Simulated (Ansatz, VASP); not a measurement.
Given: the input of a run of Ansatz 0.2.0 on In3As.

input.yaml

```yaml
crystal:
  lattice:
    - [4.7026201864, 0.0, 0.0]
    - [0.0, 4.7026201864, 0.0]
    - [0.0, 0.0, 4.7026201864]
  atoms:
    - { symbol: In, position: [0.5, 0.5, 0.0] }
    - { symbol: In, position: [0.5, 0.0, 0.5] }
    - { symbol: In, position: [0.0, 0.5, 0.5] }
    - { symbol: As, position: [0.0, 0.0, 0.0] }
kpoints:
  mp_grid: { grid: [6, 6, 6] }
scf:
  occupations: { method: fermi_dirac, width: 0.05 }
hamiltonian:
  xc: pbesol
  pseudopotentials: { kind: all_electron, lapw: { basis_error: 0.001 } }
output:
  forces: true
  stress: true
  eigenvalues: true
```

Potentials or basis: all-electron LAPW, scalar-relativistic.

Run with:

```sh
$ ansatz run input.yaml --threads 2 --pin off --max-ram 8192MiB --backend cpu --events-out ev --progress --plain --runs-dir out
```

**Question.** Set up the same calculation for VASP 6.6.1. Potentials there: VASP PAW PBE potentials, release 64 (In_d, As).

**Answer.** As run (the cutoff follows the program's own potentials):

Contents of INCAR:

```
PREC     = Accurate       # precision mode
ENCUT    = 520            # plane-wave cutoff, eV
EDIFF    = 1E-6           # SCF threshold, eV
ISMEAR   = -1             # smearing method
SIGMA    = 0.05           # smearing width, eV
LREAL    = False          # projectors in reciprocal space
LASPH    = True           # aspherical terms in the spheres
NELM     = 60             # most SCF steps
ALGO     = Normal         # electronic algorithm
ISIF     = 2              # what is computed and relaxed
LWAVE    = False          # write WAVECAR
LCHARG   = False          # write CHGCAR
GGA      = PS             # functional
NBANDS   = 30             # bands
```

File KPOINTS:

```
Automatic mesh
0
Gamma
  6 6 6
```

POSCAR

```
In3As
1.0
    4.7026201864      0.0000000000      0.0000000000
    0.0000000000      4.7026201864      0.0000000000
    0.0000000000      0.0000000000      4.7026201864
In As
3 1
Direct
    0.5000000000      0.5000000000      0.0000000000
    0.5000000000      0.0000000000      0.5000000000
    0.0000000000      0.5000000000      0.5000000000
    0.0000000000      0.0000000000      0.0000000000
```

Potentials or basis: VASP PAW PBE potentials, release 64 (In_d, As).

Run with:

```sh
$ cat potpaw_PBE.64/In_d/POTCAR potpaw_PBE.64/As/POTCAR > POTCAR
$ mpirun -np 1 vasp_std > vasp.out
```

Both were run:

|  | VASP | Ansatz | Ansatz less VASP |
| --- | --- | --- | --- |
| gap on the k mesh at the Fermi level (eV) | none | none | - |
| pressure (GPa) | -3.1 | -3.1 | +0.01 |

VASP's potentials were made for PBE, not for PBEsol. A gap of «none» marks a metal or a gap that the smearing closes. Ansatz ran all-electron here, and VASP with PAW potentials.
